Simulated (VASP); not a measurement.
# TaN (Fm-3m) in VASP: a series of runs

Runs on TaN. Level: PBE. Tasks: single point, relaxation of cell and atoms.

Everything below comes from runs of VASP 6.6.1. Logs are shortened: lines on timing, memory, paths and dates and some standing lists are left out, and cuts for length are marked.

## (1) The cell of the first run

It takes space group Fm-3m (No. 225, cubic). Conventional cell: a = 4.418 Å, b = 4.418 Å, c = 4.418 Å, α = 90.00°, β = 90.00°, γ = 90.00°. Ta (site symmetry m-3m) has 6 N at 2.21 Å within 2.9 Å. N (site symmetry m-3m) has 6 Ta at 2.21 Å within 2.9 Å.

## (2) Single point, PBE

Contents of INCAR:

```
PREC = Accurate
ENCUT = 520
EDIFF = 1E-6
ISMEAR = 0
SIGMA = 0.1
LREAL = F
LASPH = T
NELM = 60
ALGO = Normal
ISIF = 2
LWAVE = F
LCHARG = F
GGA = PE
NBANDS = 15
```

Contents of KPOINTS:

```
regular mesh
0
Gamma
  8 8 8
```

Contents of POSCAR:

```
TaN
1.0
    0.0000000000      2.2090701135      2.2090701135
    2.2090701135      0.0000000000      2.2090701135
    2.2090701135      2.2090701135      0.0000000000
Ta N
1 1
Direct
    0.5000000000      0.5000000000      0.5000000000
    0.0000000000      0.0000000000      0.0000000000
```

Potentials or basis: VASP PAW PBE potentials, release 64 (Ta_pv, N).

Launch:

```
$ cat potpaw_PBE.64/Ta_pv/POTCAR potpaw_PBE.64/N/POTCAR > POTCAR
$ mpirun -np 1 vasp_std > vasp.out
```

OUTCAR:

```text
PREC = Accurate
   ENCUT = 520
   EDIFF = 1E-6
   ISMEAR = 0
   LREAL = F
   LASPH = T
   NELM = 60
   ISIF = 2
   GGA = PE

 ion  position               nearest neighbor table
   1  0.500  0.500  0.500-   2 2.21   2 2.21   2 2.21   2 2.21   2 2.21   2 2.21
   2  0.000  0.000  0.000-   1 2.21   1 2.21   1 2.21   1 2.21   1 2.21   1 2.21

  LATTYP: Found a face centered cubic cell.
 ALAT       =     4.4181402270

  Lattice vectors:

 A1 = (   0.0000000000,   2.2090701135,   2.2090701135)
 A2 = (   2.2090701135,   0.0000000000,   2.2090701135)
 A3 = (   2.2090701135,   2.2090701135,   0.0000000000)

Analysis of symmetry for initial positions (statically):
=====================================================================
 Subroutine PRICEL returns:
 Original cell was already a primitive cell.

 Routine SETGRP: Setting up the symmetry group for a
 face centered cubic supercell.

 Subroutine GETGRP returns: Found 48 space group operations
 (whereof 48 operations were pure point group operations)
 out of a pool of 48 trial point group operations.

The static configuration has the point symmetry O_h .

Analysis of symmetry for dynamics (positions and initial velocities):
=====================================================================
 Subroutine PRICEL returns:
 Original cell was already a primitive cell.

 Routine SETGRP: Setting up the symmetry group for a
 face centered cubic supercell.

 Subroutine GETGRP returns: Found 48 space group operations
 (whereof 48 operations were pure point group operations)
 out of a pool of 48 trial point group operations.

The dynamic configuration has the point symmetry O_h .

 Subroutine INISYM returns: Found 48 space group operations
 (whereof 48 operations are pure point group operations),
 and found     1 'primitive' translations

----------------------------------------------------------------------------------------

                                     Primitive cell

  volume of cell :      21.5605

  direct lattice vectors                    reciprocal lattice vectors
     0.000000000  2.209070114  2.209070114    -0.226339579  0.226339579  0.226339579
     2.209070114  0.000000000  2.209070114     0.226339579 -0.226339579  0.226339579
     2.209070114  2.209070114  0.000000000     0.226339579  0.226339579 -0.226339579

  length of vectors
     3.124096915  3.124096915  3.124096915     0.392031651  0.392031651  0.392031651

  position of ions in fractional coordinates (direct lattice)
     0.500000000  0.500000000  0.500000000
     0.000000000  0.000000000  0.000000000

  ion indices of the primitive-cell ions
   primitive index   ion index
                 1           1
                 2           2

----------------------------------------------------------------------------------------

 KPOINTS: regular mesh

Automatic generation of k-mesh.
 Grid dimensions read from file:
 generate k-points for:    8    8    8

 Generating k-lattice:

  Cartesian coordinates                     Fractional coordinates (reciprocal lattice)
    -0.028292447  0.028292447  0.028292447     0.125000000  0.000000000  0.000000000
     0.028292447 -0.028292447  0.028292447     0.000000000  0.125000000  0.000000000
     0.028292447  0.028292447 -0.028292447     0.000000000  0.000000000  0.125000000

  Length of vectors
     0.049003956  0.049003956  0.049003956

  Shift w.r.t. Gamma in fractional coordinates (k-lattice)
     0.000000000  0.000000000  0.000000000

 Subroutine IBZKPT returns following result:
 ===========================================

 Found     29 irreducible k-points:

 Following reciprocal coordinates:
            Coordinates               Weight
  0.000000  0.000000  0.000000      1.000000
  0.125000  0.000000  0.000000      8.000000
  0.250000  0.000000  0.000000      8.000000
  0.375000  0.000000  0.000000      8.000000
  0.500000  0.000000  0.000000      4.000000
  0.125000  0.125000  0.000000      6.000000
[... 16 lines left out ...]
  0.500000  0.250000  0.125000     48.000000
 -0.375000  0.250000  0.125000     24.000000
 [... further k-points ...]
   k-points           NKPTS =     29   k-points in BZ     NKDIM =     29   number of bands    NBANDS=     15
   number of dos      NEDOS =    301   number of ions     NIONS =      2
   total plane-waves  NPLWV =  13824
   dimension x,y,z NGX =    24 NGY =   24 NGZ =   24
   dimension x,y,z NGXF=    48 NGYF=   48 NGZF=   48
   ions per type =               1   1
   NGX,Y,Z   is equivalent  to a cutoff of  12.77, 12.77, 12.77 a.u.
   NGXF,Y,Z  is equivalent  to a cutoff of  25.54, 25.54, 25.54 a.u.
 SYSTEM =  unknown system
   PREC   = accura    normal or accurate (medium, high low for compatibility)
   ISTART =      0    job   : 0-new  1-cont  2-samecut
   ICHARG =      2    charge: 1-file 2-atom 10-const
   ISPIN  =      1    spin polarized calculation?
   LNONCOLLINEAR =      F non collinear calculations
   LSORBIT =      F    spin-orbit coupling
   LASPH  =      T    aspherical Exc in radial PAW
   ENCUT  =  520.0 eV  38.22 Ry    6.18 a.u.   5.81  5.81  5.81*2*pi/ulx,y,z
   NELM   =     60;   NELMIN=  2; NELMDL= -5     # of ELM steps
   EDIFF  = 0.1E-05   stopping-criterion for ELM
   LREAL  =      F    real-space projection
   EDIFFG = 0.1E-04   stopping-criterion for IOM
   NSW    =      0    number of steps for IOM
   IBRION =     -1    ionic relax: 0-MD 1-quasi-New 2-CG
   NFREE  =      0    steps in history (QN), initial steepest desc. (CG)
   ISIF   =      2    stress and relaxation
   ISYM   =      2    0-nonsym 1-usesym 2-fastsym
   POTIM  = 0.5000    time-step for ionic-motion
   TEBEG  =    0.0;   TEEND  =   0.0 temperature during run
   PSTRESS=    0.0 pullay stress
   NELECT =      16.0000    total number of electrons
   NUPDOWN=      -1.0000    fix difference up-down
   EMIN   =  10.00;   EMAX   =-10.00  energy-range for DOS
   EFERMI =   0.00;   METHOD = LEGACY
   ISMEAR =     0;   SIGMA  =   0.10  broadening in eV -4-tet -1-fermi 0-gaus
   EFERMI_NEDOS =   21; number of points for ismear=-14 and -15
   IALGO  =     38    algorithm
   IMIX   =      4    mixing-type and parameters
     AMIX     =   0.40;   BMIX     =  1.00
     AMIX_MAG =   1.60;   BMIX_MAG =  1.00
  volume/ion in A,a.u.               =      10.78        72.75
  Fermi-wavevector in a.u.,A,eV,Ry     =   1.482161  2.800878 29.889288  2.196801
  Thomas-Fermi vector in A             =   2.595981
   LORBIT       =      0    0 simple, 1 ext, 2 COOP (PROOUT), +10 PAW based schemes
   GGA     = PE    functional components
   LHFCALC =     F    Hartree Fock is set to
   AEXX    =    0.0000 exact exchange contribution
   IVDW    =     0    specifies the selected vdW correction
   LEPSILON=     F    determine dielectric tensor
   LRPA    =     F    only Hartree local field effects (RPA)
 non-spin polarized calculation
 Gauss-broadening in eV      SIGMA  =   0.10
  energy-cutoff  :      520.00
  volume of cell :       21.56
 maximum number of plane-waves:       604
   NGX = 11   NGY = 11   NGZ = 11

 number of electron      16.0000003 magnetization

 Free energy of the ion-electron system (eV)
  ---------------------------------------------------
  ext. energy  EPLUGINS =         0.00000000
  ---------------------------------------------------
  free energy    TOTEN  =       -21.80366805 eV

  energy without entropy =      -21.80028283  energy(sigma->0) =      -21.80197544

 E-fermi :   9.4458     XC(G=0): -13.3593

 val. band max:        9.3763907994   @ k =  -0.2500   0.3750   0.1250
 cond. band min:       9.4552150626   @ k =   0.0000   0.0000   0.0000
 fundamental gap:      0.0788242632
 Fermi energy:         9.4457642722

 k-point     1 :       0.0000    0.0000    0.0000
  band No.  band energies     occupation
      1     -26.4061      2.00000
      2     -26.4061      2.00000
      3     -26.4061      2.00000
      4      -9.3569      2.00000
      5       5.6060      2.00000
      6       5.6060      2.00000
      7       5.6060      2.00000
      8       7.3244      2.00000
      9       7.3244      2.00000
     10       7.3244      2.00000
     11       9.4552      0.89368
     12       9.4552      0.89366
     13      10.7920      0.00000
     14      18.7898      0.00000
     15      21.7352      0.00000

 k-point     2 :       0.1250    0.0000    0.0000
  band No.  band energies     occupation
      1     -26.5326      2.00000
      2     -26.4179      2.00000
      3     -26.4179      2.00000
      4      -8.9974      2.00000
      5       4.0706      2.00000
      6       4.5811      2.00000
      7       4.5811      2.00000
      8       7.8403      2.00000
      9       7.8403      2.00000
     10       7.8692      2.00000
     11      10.7742      0.00000
     12      10.7742      0.00000
     13      11.8340      0.00000
     14      19.8790      0.00000
     15      21.7346      0.00000

 k-point     3 :       0.2500    0.0000    0.0000
  band No.  band energies     occupation
      1     -26.8256      2.00000
      2     -26.4460      2.00000
      3     -26.4460      2.00000
      4      -8.0678      2.00000
      5       1.7972      2.00000
      6       3.1801      2.00000
      7       3.1801      2.00000
      8       8.6279      2.00000
      9       9.0086      2.00000
     10       9.0086      2.00000
     11      13.2339      0.00000
     12      13.2339      0.00000
     13      13.6508      0.00000
     14      21.6462      0.00000
     15      21.7707      0.00000
[... 343 lines left out ...]
 k-point    23 :       0.5000    0.2500    0.1250
  band No.  band energies     occupation
      1     -27.0263      2.00000
      2     -26.6696      2.00000
      3     -26.5303      2.00000
      4      -7.1968      2.00000
      5       0.5421      2.00000
      6       2.4168      2.00000
      7       2.8486      2.00000
      8       8.2655      2.00000
      9      11.2752      0.00000
     10      11.4878      0.00000
     11      12.9443      0.00000
     12      15.3793      0.00000
     13      17.4472      0.00000
     14      19.9256      0.00000
     15      21.7473      0.00000

 k-point    24 :      -0.3750    0.2500    0.1250
  band No.  band energies     occupation
      1     -27.0888      2.00000
      2     -26.6900      2.00000
      3     -26.5546      2.00000
      4      -6.9730      2.00000
      5       0.3243      2.00000
      6       2.3646      2.00000
      7       2.4516      2.00000
      8       9.5973      0.03208
      9      10.0399      0.00000
     10      11.9506      0.00000
     11      14.4196      0.00000
     12      15.6130      0.00000
     13      17.6853      0.00000
     14      19.4522      0.00000
     15      21.7452      0.00000

 [... further k-points ...]
[... 5 lines left out ...]
  --------------------------------------------------------------------------------------
  -------------------------------------------------------------------------------------
  Total        0.0977182      0.0977182      0.0977182      0.0000000      0.0000000     -0.0000000
  in kB        7.2615206      7.2615206      7.2615206      0.0000000      0.0000000     -0.0000000
  external PRESSURE =       7.2615206 kB  Pullay stress =       0.0000000 kB

 VOLUME and BASIS-vectors are now :
 -----------------------------------------------------------------------------
  energy-cutoff  :      520.00
  volume of cell :       21.56
      direct lattice vectors                 reciprocal lattice vectors
     0.000000000  2.209070114  2.209070114    -0.226339579  0.226339579  0.226339579
     2.209070114  0.000000000  2.209070114     0.226339579 -0.226339579  0.226339579
     2.209070114  2.209070114  0.000000000     0.226339579  0.226339579 -0.226339579

 POSITION                                       TOTAL-FORCE (eV/Angst)
 -----------------------------------------------------------------------------------
      2.20907      2.20907      2.20907         0.000000     -0.000000      0.000000
      0.00000      0.00000      0.00000        -0.000000      0.000000     -0.000000
 -----------------------------------------------------------------------------------
    total drift:                                0.000000     -0.000000     -0.000000

  FREE ENERGIE OF THE ION-ELECTRON SYSTEM (eV)
  ---------------------------------------------------
  free  energy   TOTEN  =       -21.8036680451 eV

  energy  without entropy=      -21.8002828349  energy(sigma->0) =      -21.80197544
```

Wall time 4.9 s (1 thread of Intel Xeon Platinum 8488C (Sapphire Rapids), shared host); peak memory 0.14 GiB.

What came out:

```yaml
Free_energy: -21.8037 eV
Pressure: 0.7 GPa
Band_gap_on_the_k_mesh: zero (band 8 reaches 11.25 eV, above the bottom of band 9 at 7.32 eV)
```

Caveat: spin-orbit coupling is left out, which moves the levels of the heavy elements.

## (3) Single point, PBE

Contents of INCAR:

```
PREC = Accurate
ENCUT = 520
EDIFF = 1E-6
ISMEAR = 0
SIGMA = 0.1
LREAL = False
LASPH = True
NELM = 80
ALGO = Normal
ISIF = 2
LWAVE = False
LCHARG = False
GGA = PE
NBANDS = 15
```

Contents of KPOINTS:

```
Automatic mesh
0
Gamma
  16 16 16
```

Contents of POSCAR:

```
TaN
1.0
    0.0000000000      2.2086347780      2.2086347780
    2.2086347780      0.0000000000      2.2086347780
    2.2086347780      2.2086347780      0.0000000000
Ta N
1 1
Direct
    0.5000000000      0.5000000000      0.5000000000
    0.0000000000      0.0000000000      0.0000000000
```

Potentials or basis: VASP PAW PBE potentials, release 64 (Ta_pv, N).

Launch:

```
$ cat potpaw_PBE.64/Ta_pv/POTCAR potpaw_PBE.64/N/POTCAR > POTCAR
$ mpirun -np 1 vasp_std > vasp.out
```

OUTCAR:

```text
PREC = Accurate
   ENCUT = 520
   EDIFF = 1E-6
   ISMEAR = 0
   LREAL = False
   LASPH = True
   NELM = 80
   ISIF = 2
   GGA = PE

 ion  position               nearest neighbor table
   1  0.500  0.500  0.500-   2 2.21   2 2.21   2 2.21   2 2.21   2 2.21   2 2.21
   2  0.000  0.000  0.000-   1 2.21   1 2.21   1 2.21   1 2.21   1 2.21   1 2.21

  LATTYP: Found a face centered cubic cell.
 ALAT       =     4.4172695560

  Lattice vectors:

 A1 = (   0.0000000000,   2.2086347780,   2.2086347780)
 A2 = (   2.2086347780,   0.0000000000,   2.2086347780)
[... 610 lines left out ...]
     12      10.7114      0.00000
     13      11.6229      0.00000
     14      19.5459      0.00000
     15      21.7290      0.00000

 [... further k-points ...]
[... 5 lines left out ...]
  --------------------------------------------------------------------------------------
  -------------------------------------------------------------------------------------
  Total        0.1050568      0.1050568      0.1050568      0.0000000      0.0000000      0.0000000
  in kB        7.8114737      7.8114737      7.8114737      0.0000000      0.0000000      0.0000000
  external PRESSURE =       7.8114737 kB  Pullay stress =       0.0000000 kB

 VOLUME and BASIS-vectors are now :
 -----------------------------------------------------------------------------
  energy-cutoff  :      520.00
  volume of cell :       21.55
      direct lattice vectors                 reciprocal lattice vectors
     0.000000000  2.208634778  2.208634778    -0.226384192  0.226384192  0.226384192
     2.208634778  0.000000000  2.208634778     0.226384192 -0.226384192  0.226384192
     2.208634778  2.208634778  0.000000000     0.226384192  0.226384192 -0.226384192

 POSITION                                       TOTAL-FORCE (eV/Angst)
 -----------------------------------------------------------------------------------
      2.20863      2.20863      2.20863         0.000000      0.000000      0.000000
      0.00000      0.00000      0.00000        -0.000000     -0.000000     -0.000000
 -----------------------------------------------------------------------------------
    total drift:                                0.000000     -0.000000     -0.000000

  FREE ENERGIE OF THE ION-ELECTRON SYSTEM (eV)
  ---------------------------------------------------
  free  energy   TOTEN  =       -21.8263918570 eV

  energy  without entropy=      -21.8206065201  energy(sigma->0) =      -21.82349919
```

stdout:

```text
POSCAR found type information on POSCAR TaN
 POSCAR found :  2 types and       2 ions
 scaLAPACK will be used
 LDA part: xc-table for (Slater+PW92), standard interpolation
 POSCAR, INCAR and KPOINTS ok, starting setup
 FFT: planning ... GRIDC
 FFT: planning ... GRID_SOFT
 FFT: planning ... GRID
 WAVECAR not read
 entering main loop
```

Wall time 16 s (1 thread of Intel Xeon Platinum 8488C (Sapphire Rapids), shared host); peak memory 0.17 GiB.

What came out:

```
Free energy            : -21.8264 eV
Pressure               : 0.8 GPa
Band gap on the k mesh : zero (band 8 reaches 11.26 eV, above the bottom of band 9 at 7.33 eV)
```

Caveat: spin-orbit coupling is left out, which moves the levels of the heavy elements.

## (4) Relaxation of cell and atoms, PBE

Contents of INCAR:

```
  PREC = Accurate
  ENCUT = 600
  EDIFF = 1E-6
  ISMEAR = 0
  SIGMA = 0.1
  LREAL = False
  LASPH = True
  NELM = 80
  ALGO = Normal
  ISIF = 3
  LWAVE = False
  LCHARG = False
  GGA = PE
  IBRION = 2
  NSW = 100
  EDIFFG = -0.005
```

KPOINTS is that of step 3.

Contents of POSCAR:

```
TaN
1.0
    0.0000000000      2.2090701135      2.2090701135
    2.2090701135      0.0000000000      2.2090701135
    2.2090701135      2.2090701135      0.0000000000
Ta N
1 1
Direct
    0.5000000000      0.5000000000      0.5000000000
    0.0000000000      0.0000000000      0.0000000000
```

Launch:

```
$ cat potpaw_PBE.64/Ta_pv/POTCAR potpaw_PBE.64/N/POTCAR > POTCAR
$ mpirun -np 1 vasp_std > vasp.out
```

Run time: 48 s. Hardware: 1 thread of Intel Xeon Platinum 8488C (Sapphire Rapids), shared host; peak memory 0.2 GiB.

It converged, with:

```yaml
Free_energy: -21.8288 eV
Relaxed_volume: 10.79 Å³/atom
Relaxed_cell: a = 3.125 Å, b = 3.125 Å, c = 3.125 Å, α = 60.00°, β = 60.00°, γ = 60.00°
Space_group_after_relaxing_to_0.05_Å: Fm-3m (No. 225)
Energy_gained_by_relaxing: 0.0 meV/atom
Ionic_steps: 3
Pressure_after_relaxing: 0.0 GPa
Band_gap_on_the_k_mesh: zero (band 8 reaches 11.23 eV, above the bottom of band 9 at 7.31 eV)
```

Final structure:
```yaml
crystal:
  lattice:
    - [0.00000, 2.21005, 2.21005]
    - [2.21005, 0.00000, 2.21005]
    - [2.21005, 2.21005, 0.00000]
  atoms:
    - { symbol: Ta, position: [0.50000, 0.50000, 0.50000] }
    - { symbol: N, position: [0.00000, 0.00000, 0.00000] }
```

Levels at points of the mesh, in eV from the Fermi level:
```csv
k point,band 4,band 5,band 6,band 7,band 8,band 9,band 10,band 11,band 12
"(0.00, 0.00, 0.00)",-18.73,-3.78,-3.78,-3.78,-2.06,-2.06,-2.06,0.07,0.07
"(0.50, 0.00, 0.00)",-15.80,-10.24,-7.46,-7.46,1.86,1.86,1.95,3.78,7.38
"(0.50, 0.50, 0.00)",-17.48,-6.61,-5.36,-4.60,-4.60,2.08,3.47,3.47,4.38
```

Caveat: spin-orbit coupling is left out, which moves the levels of the heavy elements.

## (5) Overview

```tsv
task	cell	k mesh	cutoff (eV)	gap on the mesh (eV)	pressure (GPa)
single point	a = 3.124 Å, angles 60.0°, 2 atoms	8 × 8 × 8	520	none	0.7
single point	a = 3.123 Å, angles 60.0°, 2 atoms	16 × 16 × 16	520	none	0.8
relaxation of cell and atoms	relaxed from a = 3.124 Å, angles 60.0°, 2 atoms	16 × 16 × 16	600	none	0.0
```

Alike in all rows: level PBE; potentials or basis VASP PAW PBE potentials, release 64 (Ta_pv, N); no spin polarisation; smearing gaussian 0.1 eV.

Caveats: spin-orbit coupling is left out, which moves the levels of the heavy elements.

Total energies depend on the potentials used, so only differences within one code and one set of settings carry meaning.
